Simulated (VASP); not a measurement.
Si: single point with LDA

Si:

```xyz
4
Lattice="0.0000 2.4913 5.1816 2.2886 0.0000 5.1816 2.2886 2.4913 0.0000" Properties=species:S:1:pos:R:3 pbc="T T T"
Si    2.2886    3.6358    5.1816
Si    2.2886    1.3467    5.1816
Si    2.2886    2.4913    8.0256
Si    2.2886    2.4913    2.3377
```

This cell differs from its parent crystal: ratio of the length along z to the lengths across it x 1.2, volume and fractional coordinates fixed.

- Program: VASP 6.6.1
- Task: single point
- Functional: LDA
- Potentials or basis: VASP PAW LDA potentials, release 64 (Si)
- Cutoff: 520 eV
- k mesh: 16 × 16 × 16
- Occupations: gaussian, width 0.15 eV
- Spin: no spin polarisation

```
Pressure               : 5.6 GPa
Largest force          : 0.709 eV/Å
Band gap on the k mesh : zero (bands 8 and 9 overlap by 5.64 eV)
```

Forces in eV/Å, atoms in the order of the input:
```
Si   0.000  0.709  0.000
Si   0.000 -0.709  0.000
Si   0.000  0.000  0.411
Si   0.000  0.000 -0.411
```

Stress tensor (GPa, compression positive):
```
 19.31   0.00   0.00
  0.00   8.20   0.00
  0.00   0.00 -10.66
```

Levels at points of the mesh, in eV from the Fermi level:
```csv
k point,band 4,band 5,band 6,band 7,band 8,band 9,band 10,band 11,band 12,band 13
"(0.00, 0.00, 0.00)",-2.03,-1.74,-1.72,-1.29,-0.06,0.29,1.68,2.15,5.62,6.05
"(0.50, 0.00, 0.00)",-7.83,-2.68,-2.18,-0.17,0.80,1.20,1.31,4.14,4.15,4.73
"(0.50, 0.50, 0.00)",-2.24,-2.22,-2.04,-1.99,-1.23,2.72,2.88,3.00,3.20,3.47
"(0.50, 0.00, 0.50)",-6.19,-5.90,-5.55,-4.24,-4.06,-1.77,-1.59,3.48,4.12,5.56
"(0.00, 0.50, 0.50)",-6.86,-6.81,-6.37,-3.67,-2.80,-1.95,1.07,2.47,2.87,4.22
```

Run time: 16 min on 1 thread of Oxide Virtual Turin-like Processor (shared host), peak memory 0.46 GiB.

Caveat: the stress differs along the axes, from -11 to 19 GPa.
